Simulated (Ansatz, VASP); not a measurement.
# TaN in VASP and in Ansatz

```xyz
2
Lattice="2.9045 0.0000 0.0000 -1.4523 2.5154 0.0000 0.0000 0.0000 2.8552" Properties=species:S:1:pos:R:3 pbc="T T T"
Ta    0.0000    0.0000    0.0000
N     0.0000    1.6769    1.4276
```

Alike in both runs: functional PBEsol; dispersion D3(BJ); k mesh 9 × 9 × 8; occupations gaussian, width 0.1 eV; no spin polarisation.

Ansatz relaxed the structure, and its values are those at the end. VASP's run is a single point on that final structure, the one shown.

```csv
,VASP,Ansatz
version,VASP 6.6.1,Ansatz 0.2.0
potentials or method,"VASP PAW PBE potentials, release 64 (Ta_pv, N), cutoff 520 eV","scalar-relativistic, plane waves, PAW"
valence electrons in the cell,16,18
```

Ansatz gave:

```
gap on the k mesh at the Fermi level (eV) : none
pressure (GPa)                            : -0.4
```

**Question.** Which values does VASP return?

**Answer.** gap on the k mesh at the Fermi level (eV): none; pressure (GPa): 0.6.

VASP's potentials were made for PBE, not for PBEsol, and Ansatz warns of the same on its side. A gap of «none» marks a metal or a gap that the smearing closes. VASP's potentials hold 16 valence electrons a cell and Ansatz's 18, so a difference there can come from the potentials and not from the codes.

Neither program's run includes spin-orbit coupling.
